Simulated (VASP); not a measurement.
Runs of VASP 6.6.1 on InP. The structure is that of space group F-43m (No. 216), or close to it. The cells are those of the table. 

```tsv
task	cell	k mesh	cutoff (eV)	smearing	gap on the mesh (eV)	pressure (GPa)
single point	a = 4.210 Å, angles 60.0°, 2 atoms	6 × 6 × 6	520	gaussian 0.1 eV	0.45	0.1
single point	a = 3.688 Å, angles 60.0°, 2 atoms	6 × 6 × 6	500	gaussian 0.1 eV	(b)	58.4
single point	a = 4.215 Å, angles 60.0°, 2 atoms	10 × 10 × 10	500	gaussian 0.02 eV	0.44	(a)
relaxation of cell and atoms	relaxed from a = 3.688 Å, angles 60.0°, 2 atoms	6 × 6 × 6	600	gaussian 0.1 eV	0.44	0.0
```

Alike in all rows: level PBE; potentials or basis VASP PAW PBE potentials, release 64 (In_d, P); no spin polarisation.

Estimate the missing entries.

(a) -0.1; (b) 0.94.

Caveats: spin-orbit coupling is left out, which moves the levels of the heavy elements.

A k mesh can miss the band edges, and the runs leave out spin-orbit coupling on In.
